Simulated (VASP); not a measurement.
# SnO in VASP: notebook

SnO is run at these levels: r2SCAN; tasks: single point.

Program: VASP 6.6.1. These are calculated values, not measurements. Logs are shortened: lines on timing, memory, paths and dates and some standing lists are left out, and cuts for length are marked.

**1. The cell of the first run**

Symmetry: P4/nmm, No. 129, tetragonal system. Conventional cell: a = 3.559 Å, b = 3.559 Å, c = 4.066 Å, α = 90.00°, β = 90.00°, γ = 90.00°. Within 2.8 Å of Sn (site symmetry 4mm) lie 4 O at 2.12 Å. O (site symmetry -4m2) has 4 Sn at 2.12 Å and 4 O at 2.52 Å within 2.8 Å.

**2. Single point, r2SCAN**

File POSCAR:

```
SnO
1.0
    2.5164515803     -2.5164515803      0.0000000000
    2.5164515803      2.5164515803      0.0000000000
    0.0000000000      0.0000000000      8.1320370463
Sn O
4 4
Direct
    0.7500000000      0.2500000000      0.8925810263
    0.2500000000      0.7500000000      0.1074189737
    0.7500000000      0.2500000000      0.3925810263
    0.2500000000      0.7500000000      0.6074189737
    0.2500000000      0.2500000000      0.2500000000
    0.7500000000      0.7500000000      0.7500000000
    0.2500000000      0.2500000000      0.7500000000
    0.7500000000      0.7500000000      0.2500000000
```

File INCAR.step1:

```
ALGO = Normal
EDIFF = 1E-4
ENCUT = 520
GGA = PE
ISMEAR = 0
LASPH = True
LCHARG = False
LREAL = False
LWAVE = True
NBANDS = 50
NELM = 100
PREC = Accurate
SIGMA = 0.1
```

File INCAR.step2:

```
ALGO = Normal
EDIFF = 1E-7
ENCUT = 520
ISIF = 2
ISMEAR = 0
ISTART = 1
LASPH = True
LCHARG = False
LMIXTAU = True
LREAL = False
LWAVE = False
METAGGA = R2SCAN
NBANDS = 50
NELM = 100
PREC = Accurate
SIGMA = 0.1
```

File KPOINTS:

```
k-points
0
Gamma
  10 10 4
```

Potentials or basis: VASP PAW PBE potentials, release 64 (Sn_d, O).

On the command line:

```bash
> cat potpaw_PBE.64/Sn_d/POTCAR potpaw_PBE.64/O/POTCAR > POTCAR
> cp INCAR.step1 INCAR
> mpirun -np 1 vasp_std > vasp.out
> cp INCAR.step2 INCAR
> mpirun -np 1 vasp_std > vasp.out
```

OUTCAR:

```text
EDIFF = 1E-7
   ENCUT = 520
   ISIF = 2
   ISMEAR = 0
   ISTART = 1
   LASPH = True
   LREAL = False
   METAGGA = R2SCAN
   NELM = 100
   PREC = Accurate

 ion  position               nearest neighbor table
   1  0.750  0.250  0.893-   6 2.12   7 2.12   6 2.12   7 2.12   2 3.06   2 3.06   2 3.06   2 3.06
                             4 3.42   4 3.42   4 3.42   4 3.42
   2  0.250  0.750  0.107-   5 2.12   8 2.12   5 2.12   8 2.12   1 3.06   1 3.06   1 3.06   1 3.06
                             3 3.42   3 3.42   3 3.42   3 3.42
   3  0.750  0.250  0.393-   5 2.12   8 2.12   8 2.12   5 2.12   4 3.06   4 3.06   4 3.06   4 3.06
                             2 3.42   2 3.42   2 3.42   2 3.42
   4  0.250  0.750  0.607-   6 2.12   7 2.12   7 2.12   6 2.12   3 3.06   3 3.06   3 3.06   3 3.06
                             1 3.42   1 3.42   1 3.42   1 3.42
   5  0.250  0.250  0.250-   2 2.12   3 2.12   2 2.12   3 2.12
   6  0.750  0.750  0.750-   1 2.12   4 2.12   1 2.12   4 2.12
   7  0.250  0.250  0.750-   1 2.12   4 2.12   4 2.12   1 2.12
   8  0.750  0.750  0.250-   2 2.12   3 2.12   3 2.12   2 2.12
[... 7 lines left out ...]
 A1 = (   2.5164515803,  -2.5164515803,   0.0000000000)
 A2 = (   2.5164515803,   2.5164515803,   0.0000000000)
 A3 = (   0.0000000000,   0.0000000000,   8.1320370463)

Analysis of symmetry for initial positions (statically):
=====================================================================
 Subroutine PRICEL returns following result:

  LATTYP: Found a simple tetragonal cell.
 ALAT       =     3.5587999539
 C/A-ratio  =     1.1425251702

  Lattice vectors:

 A1 = (   2.5164515803,  -2.5164515803,   0.0000000000)
 A2 = (   2.5164515803,   2.5164515803,   0.0000000000)
 A3 = (   0.0000000000,   0.0000000000,   4.0660185232)

   2 primitive cells build up your supercell.

 Routine SETGRP: Setting up the symmetry group for a
 simple tetragonal supercell.

 Subroutine GETGRP returns: Found 16 space group operations
 (whereof  4 operations were pure point group operations)
 out of a pool of 16 trial point group operations.

The static configuration has the point symmetry C_2h.
 The point group associated with its full space group is D_4h.

Analysis of symmetry for dynamics (positions and initial velocities):
=====================================================================
 Subroutine PRICEL returns following result:

  LATTYP: Found a simple tetragonal cell.
 ALAT       =     3.5587999539
 C/A-ratio  =     1.1425251702
[... 126 lines left out ...]
   NFREE  =      0    steps in history (QN), initial steepest desc. (CG)
   ISIF   =      2    stress and relaxation
   ISYM   =      2    0-nonsym 1-usesym 2-fastsym
   POTIM  = 0.5000    time-step for ionic-motion
   TEBEG  =    0.0;   TEEND  =   0.0 temperature during run
   PSTRESS=    0.0 pullay stress
   NELECT =      80.0000    total number of electrons
   NUPDOWN=      -1.0000    fix difference up-down
   EMIN   =  10.00;   EMAX   =-10.00  energy-range for DOS
   EFERMI =   0.00;   METHOD = LEGACY
   ISMEAR =     0;   SIGMA  =   0.10  broadening in eV -4-tet -1-fermi 0-gaus
   EFERMI_NEDOS =   21; number of points for ismear=-14 and -15
   IALGO  =     38    algorithm
   IMIX   =      4    mixing-type and parameters
     AMIX     =   0.40;   BMIX     =  1.00
     AMIX_MAG =   1.60;   BMIX_MAG =  1.00
  volume/ion in A,a.u.               =      12.87        86.88
  Fermi-wavevector in a.u.,A,eV,Ry     =   1.504883  2.843816 30.812734  2.264672
  Thomas-Fermi vector in A             =   2.615804
   LORBIT       =      0    0 simple, 1 ext, 2 COOP (PROOUT), +10 PAW based schemes
   METAGGA = R2SCAN    functional components
   LHFCALC =     F    Hartree Fock is set to
   AEXX    =    0.0000 exact exchange contribution
   IVDW    =     0    specifies the selected vdW correction
   LEPSILON=     F    determine dielectric tensor
   LRPA    =     F    only Hartree local field effects (RPA)
 non-spin polarized calculation
 Gauss-broadening in eV      SIGMA  =   0.10
  energy-cutoff  :      520.00
  volume of cell :      102.99
 maximum number of plane-waves:      2800
 NGX is ok and might be reduce to    28
   NGX = 13   NGY = 13   NGZ = 31

 number of electron      80.0000050 magnetization

 Free energy of the ion-electron system (eV)
  ---------------------------------------------------
  ext. energy  EPLUGINS =         0.00000000
  ---------------------------------------------------
  free energy    TOTEN  =      -131.32557136 eV

  energy without entropy =     -131.32252651  energy(sigma->0) =     -131.32404894

 E-fermi :  11.6279     XC(G=0): -12.8864

 val. band max:       11.6165303958   @ k =   0.5000   0.5000   0.5000
 cond. band min:      11.6479678095   @ k =   0.1000   0.1000   0.5000
 fundamental gap:      0.0314374137
 Fermi energy:        11.6278592037

 k-point     1 :       0.0000    0.0000    0.0000
  band No.  band energies     occupation
      1     -12.3838      2.00000
      2     -12.2263      2.00000
      3     -11.8903      2.00000
      4     -11.8250      2.00000
      5     -11.5628      2.00000
      6     -11.5184      2.00000
[... 1261 lines left out ...]
     49      19.9467      0.00000
     50      20.0949      0.00000

 [... further k-points ...]

------------------------ aborting loop because EDIFF is reached ----------------------------------------

  FORCE on cell =-STRESS in cart. coord.  units (eV):
  Direction    XX          YY          ZZ          XY          YZ          ZX
  --------------------------------------------------------------------------------------
  -------------------------------------------------------------------------------------
  Total       20.0088870     20.0088870     20.0519256      0.0000000      0.0000000      0.0000000
  in kB      311.2626518    311.2626518    311.9321702      0.0000000      0.0000000      0.0000000
  external PRESSURE =     311.4858246 kB  Pullay stress =       0.0000000 kB

 VOLUME and BASIS-vectors are now :
 -----------------------------------------------------------------------------
  energy-cutoff  :      520.00
  volume of cell :      102.99
      direct lattice vectors                 reciprocal lattice vectors
     2.516451580 -2.516451580  0.000000000     0.198692478 -0.198692478  0.000000000
     2.516451580  2.516451580  0.000000000     0.198692478  0.198692478  0.000000000
     0.000000000  0.000000000  8.132037046     0.000000000  0.000000000  0.122970419

 POSITION                                       TOTAL-FORCE (eV/Angst)
 -----------------------------------------------------------------------------------
      2.51645     -1.25823      7.25850        -0.000000      0.000000      0.167587
      2.51645      1.25823      0.87354         0.000000      0.000000     -0.167587
      2.51645     -1.25823      3.19248        -0.000000     -0.000000      0.167587
      2.51645      1.25823      4.93955         0.000000      0.000000     -0.167587
      1.25823      0.00000      2.03301         0.000000     -0.000000      0.000000
      3.77468      0.00000      6.09903        -0.000000     -0.000000     -0.000000
      1.25823      0.00000      6.09903         0.000000      0.000000      0.000000
      3.77468      0.00000      2.03301        -0.000000     -0.000000      0.000000
 -----------------------------------------------------------------------------------
    total drift:                                0.000000      0.000000     -0.000000

  FREE ENERGIE OF THE ION-ELECTRON SYSTEM (eV)
  ---------------------------------------------------
  free  energy   TOTEN  =      -131.3255713572 eV

  energy  without entropy=     -131.3225265143  energy(sigma->0) =     -131.32404894
```

OUTCAR.step1:

```text
EDIFF = 1E-4
   ENCUT = 520
   GGA = PE
   ISMEAR = 0
[... 1538 lines left out ...]
      1.25823      0.00000      2.03301        -0.000000     -0.000000      0.000000
      3.77468      0.00000      6.09903         0.000000     -0.000000     -0.000000
      1.25823      0.00000      6.09903        -0.000000     -0.000000     -0.000000
      3.77468      0.00000      2.03301         0.000000     -0.000000      0.000000
 -----------------------------------------------------------------------------------
    total drift:                                0.000000      0.000000     -0.000000

  FREE ENERGIE OF THE ION-ELECTRON SYSTEM (eV)
  ---------------------------------------------------
  free  energy   TOTEN  =       -42.2876338819 eV

  energy  without entropy=      -42.2850282458  energy(sigma->0) =      -42.28633106
```

Wall time 23 min (1 thread of Intel Xeon 8259CL, shared host); peak memory 0.37 GiB.

Results:

| Quantity | Value |
| --- | --- |
| Free energy | -131.3256 eV |
| Pressure | 31.1 GPa |
| Largest force | 0.168 eV/Å |
| Band gap on the k mesh | zero (bands 40 and 41 overlap by 2.29 eV) |

Forces on the atoms (eV/Å):
```
Sn   0.000  0.000  0.168
Sn   0.000  0.000 -0.168
Sn   0.000  0.000  0.168
Sn   0.000  0.000 -0.168
O    0.000  0.000  0.000
O    0.000  0.000  0.000
O    0.000  0.000  0.000
O    0.000  0.000  0.000
```

Levels at points of the mesh, in eV from the Fermi level:
| k point | band 36 | band 37 | band 38 | band 39 | band 40 | band 41 | band 42 | band 43 | band 44 | band 45 |
| --- | --- | --- | --- | --- | --- | --- | --- | --- | --- | --- |
| (0.00, 0.00, 0.00) | -4.19 | -4.19 | -3.18 | -0.44 | 0.56 | 1.49 | 1.49 | 2.52 | 3.29 | 3.93 |
| (0.50, 0.00, 0.00) | -6.17 | -4.23 | -4.23 | -2.48 | -2.48 | 4.48 | 4.48 | 4.99 | 4.99 | 5.25 |
| (0.50, 0.50, 0.00) | -3.43 | -3.42 | -3.42 | -2.54 | -2.54 | -1.59 | -1.59 | 1.82 | 1.82 | 5.26 |
| (0.00, 0.00, 0.50) | -4.19 | -4.19 | -4.19 | 0.70 | 0.70 | 2.47 | 2.47 | 2.47 | 2.47 | 2.71 |
| (0.50, 0.00, 0.50) | -6.25 | -3.21 | -3.21 | -3.21 | -3.21 | 4.87 | 4.87 | 4.87 | 4.87 | 5.52 |
| (0.50, 0.50, 0.50) | -3.54 | -3.42 | -3.42 | -3.42 | -3.42 | -0.01 | -0.01 | -0.01 | -0.01 | 6.53 |

Caveat: the cell stands under pressure; the PAW data sets were made with another functional, which shifts forces and pressure a little; spin-orbit coupling is left out, which moves the levels of the heavy elements.

**3. Single point, r2SCAN**

This run uses another cell than the first one, of 14.13 Å³/atom.

File POSCAR:

```
SnO
1.0
    2.5764878960     -2.5764878908      0.0000000000
    2.5764878960      2.5764878908      0.0000000000
    0.0000000000      0.0000000000      8.5128060386
Sn O
4 4
Direct
    0.7499974038      0.2500025962      0.8864622596
    0.2500025962      0.7499974038      0.1135377404
    0.7500025962      0.2499974038      0.3864622596
    0.2499974038      0.7500025962      0.6135377404
    0.2500017044      0.2499982956      0.2500000000
    0.7499982956      0.7500017044      0.7500000000
    0.2499982956      0.2500017044      0.7500000000
    0.7500017044      0.7499982956      0.2500000000
```

File INCAR.step1:

```
ALGO = Normal
EDIFF = 1E-4
ENCUT = 520
GGA = PE
ISMEAR = 0
LASPH = T
LCHARG = F
LREAL = F
LWAVE = T
NBANDS = 50
NELM = 80
PREC = Accurate
SIGMA = 0.1
```

File INCAR.step2:

```
ALGO = Normal
EDIFF = 1E-6
ENCUT = 520
ISIF = 2
ISMEAR = 0
ISTART = 1
LASPH = T
LCHARG = F
LMIXTAU = T
LREAL = F
LWAVE = F
METAGGA = R2SCAN
NBANDS = 50
NELM = 80
PREC = Accurate
SIGMA = 0.1
```

KPOINTS is that of step 2.

Potentials or basis: VASP PAW PBE potentials, release 64 (Sn_d, O).

On the command line:

```bash
> cat potpaw_PBE.64/Sn_d/POTCAR potpaw_PBE.64/O/POTCAR > POTCAR
> cp INCAR.step1 INCAR
> mpirun -np 1 vasp_std > vasp.out
> cp INCAR.step2 INCAR
> mpirun -np 1 vasp_std > vasp.out
```

It took 41 min on 1 thread of Oxide Virtual Turin-like, shared host; peak memory 0.46 GiB.

It converged, with:

```yaml
Free_energy: -132.7396 eV
Pressure: 15.9 GPa
Largest_force: 0.156 eV/Å
Band_gap_on_the_k_mesh: zero (bands 40 and 41 overlap by 1.50 eV)
```

Forces in eV/Å, atoms in the order of the input:
```
Sn   0.000  0.000  0.156
Sn   0.000  0.000 -0.156
Sn   0.000  0.000  0.156
Sn   0.000  0.000 -0.156
O    0.000  0.000  0.000
O    0.000  0.000  0.000
O    0.000  0.000  0.000
O    0.000  0.000  0.000
```

Levels at points of the mesh, in eV from the Fermi level:
| k point | band 37 | band 38 | band 39 | band 40 | band 41 | band 42 | band 43 | band 44 |
| --- | --- | --- | --- | --- | --- | --- | --- | --- |
| (0.00, 0.00, 0.00) | -3.91 | -2.94 | -1.29 | 0.46 | 2.00 | 2.00 | 2.44 | 3.49 |
| (0.50, 0.00, 0.00) | -3.82 | -3.82 | -2.29 | -2.29 | 3.96 | 3.96 | 4.69 | 4.69 |
| (0.50, 0.50, 0.00) | -3.18 | -3.18 | -2.35 | -2.35 | -1.04 | -1.04 | 1.98 | 1.98 |
| (0.00, 0.00, 0.50) | -3.91 | -3.91 | 0.31 | 0.31 | 2.47 | 2.47 | 2.86 | 2.86 |
| (0.50, 0.00, 0.50) | -2.95 | -2.95 | -2.95 | -2.95 | 4.32 | 4.32 | 4.32 | 4.32 |
| (0.50, 0.50, 0.50) | -3.17 | -3.17 | -3.17 | -3.17 | 0.30 | 0.30 | 0.30 | 0.30 |

Caveat: the cell stands under pressure; the PAW data sets were made with another functional, which shifts forces and pressure a little; spin-orbit coupling is left out, which moves the levels of the heavy elements.

(Part 1 of 2 ends here.)

The gap in the log of VASP goes by the Fermi energy; the results here count the filled bands.